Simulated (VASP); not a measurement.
# GaAs in VASP: a series of runs, part 2 of 2

VASP 6.6.1. Earlier steps stand in the parts before.

## Step 3: Single point, PBE-based screened hybrid

This run uses another cell than the first one, of 18.99 Å³/atom, 1.038 times its volume.

File POSCAR:

```
GaAs
1.0
   -1.8866355560      1.8866355560      2.6678153184
    1.8866355560     -1.8866355560      2.6678153184
    1.8866355560      1.8866355560     -2.6678153184
Ga As
1 1
Direct
    0.0000000000      0.0000000000      0.0000000000
    0.5000000000      0.5000000000      0.0000000000
```

File INCAR.step1:

```
ALGO = Normal
EDIFF = 1E-5
ENCUT = 520
GGA = PE
ISIF = 2
ISMEAR = -1
LASPH = True
LCHARG = False
LREAL = False
LWAVE = True
NBANDS = 16
NELM = 100
PREC = Accurate
SIGMA = 0.05
```

File INCAR.step2:

```
AEXX = 0.25
ALGO = Normal
EDIFF = 1E-6
ENCUT = 520
GGA = PE
HFSCREEN = 0.3
ISIF = 2
ISMEAR = -1
ISTART = 1
LASPH = True
LCHARG = False
LHFCALC = True
LREAL = False
LWAVE = False
NBANDS = 16
NELM = 100
PREC = Accurate
PRECFOCK = Normal
SIGMA = 0.05
```

File KPOINTS:

```
k-points
0
Gamma
  5 5 5
```

Potentials or basis: VASP PAW PBE potentials, release 64 (Ga_d, As).

Run with:

```bash
$ cat potpaw_PBE.64/Ga_d/POTCAR potpaw_PBE.64/As/POTCAR > POTCAR
$ cp INCAR.step1 INCAR
$ mpirun -np 1 vasp_std > vasp.out
$ cp INCAR.step2 INCAR
$ mpirun -np 1 vasp_std > vasp.out
```

OUTCAR:

```text
AEXX = 0.25
   EDIFF = 1E-6
   ENCUT = 520
   GGA = PE
   HFSCREEN = 0.3
   ISIF = 2
   ISMEAR = -1
   ISTART = 1
   LASPH = True
   LHFCALC = True
   LREAL = False
   NELM = 100
   PREC = Accurate
   PRECFOCK = Normal

 ion  position               nearest neighbor table
   1  0.000  0.000  0.000-   2 2.67   2 2.67   2 2.67   2 2.67   2 2.67   2 2.67
   2  0.500  0.500  0.000-   1 2.67   1 2.67   1 2.67   1 2.67   1 2.67   1 2.67

  LATTYP: Found a body centered tetragonal cell.
 ALAT       =     3.7732711120
 C/A-ratio  =     1.4140597053

  Lattice vectors:

 A1 = (  -1.8866355560,   1.8866355560,   2.6678153184)
 A2 = (   1.8866355560,  -1.8866355560,   2.6678153184)
 A3 = (   1.8866355560,   1.8866355560,  -2.6678153184)

Analysis of symmetry for initial positions (statically):
=====================================================================
 Subroutine PRICEL returns:
 Original cell was already a primitive cell.

 Routine SETGRP: Setting up the symmetry group for a
 body centered tetragonal supercell.
[... 163 lines left out ...]
  free energy    TOTEN  =        -8.66054258 eV

  energy without entropy =       -8.65000486  energy(sigma->0) =       -8.65527372

 E-fermi :   5.5915     XC(G=0):  -9.0160

 val. band max:        5.5623044394   @ k =   0.4000   0.0000   0.0000
 cond. band min:       5.8623953744   @ k =  -0.2000  -0.4000   0.2000
 fundamental gap:      0.3000909350
 Fermi energy:         5.5914666607

 k-point     1 :       0.0000    0.0000    0.0000
  band No.  band energies     occupation
      1     -12.2095      2.00000
      2     -12.2095      2.00000
      3     -12.1810      2.00000
      4     -12.1810      2.00000
      5     -12.1809      2.00000
      6      -9.2590      2.00000
[... 319 lines left out ...]
      3     -12.1935      2.00000
      4     -12.1424      2.00000
      5     -12.1424      2.00000
      6      -6.2895      2.00000
[... 8 lines left out ...]
     15      19.2127      0.00000
     16      22.0084      0.00000

------------------------ aborting loop because EDIFF is reached ----------------------------------------

  FORCE on cell =-STRESS in cart. coord.  units (eV):
  Direction    XX          YY          ZZ          XY          YZ          ZX
  --------------------------------------------------------------------------------------
  -------------------------------------------------------------------------------------
  Total       -0.0154242     -0.0154242     -0.0122899      0.0000000      0.0000000      0.0000000
  in kB       -0.6506098     -0.6506098     -0.5184007      0.0000000      0.0000000      0.0000000
  external PRESSURE =      -0.6065401 kB  Pullay stress =       0.0000000 kB

 VOLUME and BASIS-vectors are now :
 -----------------------------------------------------------------------------
  energy-cutoff  :      520.00
  volume of cell :       37.98
      direct lattice vectors                 reciprocal lattice vectors
    -1.886635556  1.886635556  2.667815318     0.000000000  0.265022038  0.187419270
     1.886635556 -1.886635556  2.667815318     0.265022038  0.000000000  0.187419270
     1.886635556  1.886635556 -2.667815318     0.265022038  0.265022038  0.000000000

 POSITION                                       TOTAL-FORCE (eV/Angst)
 -----------------------------------------------------------------------------------
      0.00000      0.00000      0.00000         0.000000      0.000000     -0.000000
      0.00000      0.00000      2.66782        -0.000000     -0.000000      0.000000
 -----------------------------------------------------------------------------------
    total drift:                               -0.000032      0.000030      0.000008

  FREE ENERGIE OF THE ION-ELECTRON SYSTEM (eV)
  ---------------------------------------------------
  free  energy   TOTEN  =        -8.6605425767 eV

  energy  without entropy=       -8.6500048578  energy(sigma->0) =       -8.65527372
```

OUTCAR.step1:

```text
EDIFF = 1E-5
   ENCUT = 520
   GGA = PE
   ISIF = 2
   ISMEAR = -1
[... 554 lines left out ...]
 -----------------------------------------------------------------------------------
      0.00000      0.00000      0.00000        -0.000000      0.000000      0.000000
      0.00000      0.00000      2.66782         0.000000     -0.000000     -0.000000
 -----------------------------------------------------------------------------------
    total drift:                                0.000000     -0.000000     -0.000000

  FREE ENERGIE OF THE ION-ELECTRON SYSTEM (eV)
  ---------------------------------------------------
  free  energy   TOTEN  =        -7.5332046651 eV

  energy  without entropy=       -7.5114417365  energy(sigma->0) =       -7.52232320
```

OSZICAR.step1:

```text
N       E                     dE             d eps       ncg     rms          rms(c)
DAV:   1     0.768352861664E+02    0.76835E+02   -0.88988E+03   584   0.164E+03
DAV:   2    -0.219672743566E+01   -0.79032E+02   -0.75466E+02   632   0.300E+02
DAV:   3    -0.757973947067E+01   -0.53830E+01   -0.53184E+01   776   0.609E+01
DAV:   4    -0.764108266039E+01   -0.61343E-01   -0.61335E-01   616   0.710E+00
DAV:   5    -0.764192561981E+01   -0.84296E-03   -0.84295E-03   736   0.783E-01    0.238E+00
DAV:   6    -0.753430305178E+01    0.10762E+00   -0.18872E-01   736   0.790E+00    0.139E+00
DAV:   7    -0.753243604106E+01    0.18670E-02   -0.30625E-02   816   0.119E+00    0.568E-01
DAV:   8    -0.753339946547E+01   -0.96342E-03   -0.60102E-03   824   0.117E+00    0.123E-01
DAV:   9    -0.753323627776E+01    0.16319E-03   -0.17369E-03   816   0.705E-01    0.625E-02
DAV:  10    -0.753324473019E+01   -0.84524E-05   -0.30921E-04   776   0.187E-01    0.410E-02
DAV:  11    -0.753320997692E+01    0.34753E-04   -0.41581E-05   728   0.553E-02    0.144E-02
DAV:  12    -0.753320466514E+01    0.53118E-05   -0.23683E-05   680   0.368E-02
   1 F= -.75332047E+01 E0= -.75223232E+01  d E =-.217629E-01
```

Run time: 45 min. Hardware: 1 thread of AMD EPYC 7R13 (Zen 3), shared host; peak memory 0.25 GiB.

Results:

```yaml
Free_energy: -8.6605 eV
Pressure: -0.1 GPa
Band_gap_on_the_k_mesh: zero (band 9 reaches 5.93 eV, above the bottom of band 10 at 2.70 eV)
```

Caveat: the k points lie up to 0.47 Å⁻¹ apart; the PAW data sets were made with another functional, which shifts forces and pressure a little.
